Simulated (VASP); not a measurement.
WC (Qusongite):

```
W C
1.0
     2.88699    0.00000    0.00000
    -1.44350    2.50021    0.00000
     0.00000    0.00000    2.81756
W C
1 1
Cartesian
  0.0000 0.0000 0.0000
  1.4435 0.8334 1.4088
```

Program: VASP 6.6.1. Alike in all runs: task single point; no spin polarisation; cell as given; smearing fermi-dirac 0.05 eV.

Problem. Order these runs on this cell by their pressure, lowest first.
A. level PBE; potentials or basis VASP PAW PBE potentials, release 64 (W_sv, C); k mesh 10 × 10 × 9; cutoff (eV) 520
B. level LDA; potentials or basis VASP PAW LDA potentials, release 64 (W_sv, C); k mesh 10 × 10 × 9; cutoff (eV) 520
C. level r2SCAN; potentials or basis VASP PAW PBE potentials, release 64 (W_sv, C_h); k mesh 10 × 10 × 9; cutoff (eV) 910; second run hard_potentials
D. level revPBE; potentials or basis VASP PAW PBE potentials, release 64 (W_sv, C); k mesh 10 × 10 × 9; cutoff (eV) 520
E. level HSE06; potentials or basis VASP PAW PBE potentials, release 64 (W_sv, C); k mesh 6 × 6 × 6; cutoff (eV) 520; grid for exact exchange (PRECFOCK) Normal; screening parameter 0.2079 1/Å

Solution. B (1.0 GPa), E (5.5 GPa), C (12.0 GPa), A (15.5 GPa), D (18.8 GPa).

Caveats: some runs use coarse meshes; the PAW data sets were made with another functional, which shifts forces and pressure a little (some runs); the cutoff is under 1.25 times the usual one of these potentials, so pressure, stress and relaxed cells hold a basis-set (Pulay) error (some runs).
